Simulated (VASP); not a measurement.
A run of VASP 6.6.1 is set up as follows.

Contents of INCAR:

```
PREC = Accurate ; ENCUT = 520
EDIFF = 1E-7 ; ISMEAR = -1
SIGMA = 0.05 ; LREAL = False
LASPH = True ; NELM = 100
ALGO = Normal ; ISIF = 2
LWAVE = False ; LCHARG = False
GGA = PE ; NBANDS = 16
```

KPOINTS

```
regular mesh
0
Gamma
  10 10 7
```

Contents of POSCAR:

```
Te
1.0
    4.5181111762      0.0000000000      0.0000000000
   -2.2590555881      3.9127990557      0.0000000000
    0.0000000000      0.0000000000      5.9577659849
Te
3
Direct
    0.2683172349      0.0000000000      0.3333333333
    0.0000000000      0.2683172349      0.6666666667
    0.7316827651      0.7316827651      0.0000000000
```

Potentials or basis: VASP PAW PBE potentials, release 64 (Te).

Run with:

```console
$ cat potpaw_PBE.64/Te/POTCAR > POTCAR
$ mpirun -np 1 vasp_std > vasp.out
```

Question: Predict the band gap on the k mesh.

Answer: 0.56 eV, indirect (least direct gap 0.65 eV).

Question: What does it give for the largest force?

Answer: 0.006 eV/Å.

Forces in eV/Å, atoms in the order of the input:
```
Te   0.006  0.000  0.000
Te  -0.003  0.006  0.000
Te  -0.003 -0.006  0.000
```

Caveat: spin-orbit coupling is left out, which moves the levels of the heavy elements. A k mesh can miss the band edges.
